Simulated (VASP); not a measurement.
Write the native input for VASP 6.6.1 that does the following.

```yaml
Task: relaxation of cell and atoms
Functional: RPBE
Dispersion: D3(BJ)
Potentials_or_basis: VASP PAW PBE potentials, release 64 (Sr_sv, O)
Cutoff: 600 eV
k_mesh: 9 × 9 × 9
Occupations: fermi-dirac, width 0.05 eV
Spin: no spin polarisation
Dipole_correction: no
Further_INCAR_settings: ALGO = Normal; EDIFF = 1e-06; IBRION = 2; EDIFFG = -0.01; NSW = 60; ISIF = 3
```

The structure of SrO lies in POSCAR:

```
SrO
1.0
    0.0000000000      2.5663000000      2.5663000000
    2.5663000000      0.0000000000      2.5663000000
    2.5663000000      2.5663000000      0.0000000000
Sr O
1 1
Direct
    0.5000000000      0.5000000000      0.5000000000
    0.0000000000      0.0000000000      0.0000000000
```

One way to write it, as run:

INCAR

```
SYSTEM = SrO
PREC     = Accurate       ! precision mode
ENCUT    = 600            ! plane-wave cutoff, eV
EDIFF    = 1E-6           ! SCF threshold, eV
ISMEAR   = -1             ! smearing method
SIGMA    = 0.05           ! smearing width, eV
LREAL    = .False.        ! projectors in reciprocal space
LASPH    = .True.         ! aspherical terms in the spheres
NELM     = 80             ! most SCF steps
ALGO     = Normal         ! electronic algorithm
ISIF     = 3              ! what is computed and relaxed
LWAVE    = .False.        ! write WAVECAR
LCHARG   = .False.        ! write CHGCAR
GGA      = RP             ! functional
IVDW     = 12             ! dispersion correction
IBRION   = 2              ! ionic algorithm
NSW      = 60             ! ionic steps
EDIFFG   = -0.01          ! ionic threshold
```

KPOINTS

```
Automatic mesh
0
Gamma
  9 9 9
  0 0 0
```

Potentials or basis: VASP PAW PBE potentials, release 64 (Sr_sv, O).

The run is started by

```bash
$ cat potpaw_PBE.64/Sr_sv/POTCAR potpaw_PBE.64/O/POTCAR > POTCAR
$ mpirun -np 1 vasp_std > vasp.out
```

It gave:

```json
{"Relaxed volume": "14.82 Å³/atom", "Relaxed cell": "a = 3.474 Å, b = 3.474 Å, c = 3.474 Å, α = 60.00°, β = 60.00°, γ = 60.00°", "Space group after relaxing (to 0.05 Å)": "Fm-3m (No. 225)", "Energy gained by relaxing": "102.1 meV/atom", "Ionic steps": "6", "Pressure after relaxing": "0.0 GPa", "Band gap on the k mesh": "3.30 eV, direct", "Dispersion energy per atom": "-1.939 eV"}
```

Caveat: the PAW data sets were made with another functional, which shifts forces and pressure a little; the volume moved by -12 % from the deposited cell, more than functionals usually miss.

Wall time 67 s on 1 thread of Intel(R) Xeon(R) Platinum 8375C CPU @ 2.90GHz (Ice Lake), on a shared host, peak memory 0.19 GiB.
